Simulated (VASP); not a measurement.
A run of VASP 6.6.1 is set up as follows.

File INCAR:

```
PREC = Accurate
ENCUT = 520
EDIFF = 1E-6
ISMEAR = -1
SIGMA = 0.1
LREAL = False
LASPH = True
NELM = 80
ALGO = Normal
ISIF = 2
LWAVE = False
LCHARG = False
GGA = PS
NBANDS = 28
```

Contents of KPOINTS:

```
regular mesh
0
Gamma
  10 10 3
```

The input POSCAR:

```
Sr
1.0
    4.0199817828      0.0000000000      0.0000000000
   -2.0099908914      3.4814063466      0.0000000000
    0.0000000000      0.0000000000     13.1549960574
Sr
4
Direct
    1.0000000000      0.0000000000      1.0000000000
    1.0000000000      1.0000000000      0.5000000000
    0.3333333333      0.6666666667      0.2500000000
    0.6666666667      0.3333333333      0.7500000000
```

Potentials or basis: VASP PAW PBE potentials, release 64 (Sr_sv).

The run is started by

```sh
$ cat potpaw_PBE.64/Sr_sv/POTCAR > POTCAR
$ mpirun -np 1 vasp_std > vasp.out
```

Task: Predict the band gap on the k mesh.

Result: Zero (bands 20 and 21 overlap by 0.04 eV).

Task: Predict the pressure.

Result: 1.9 GPa.

Caveat: the PAW data sets were made with another functional, which shifts forces and pressure a little.
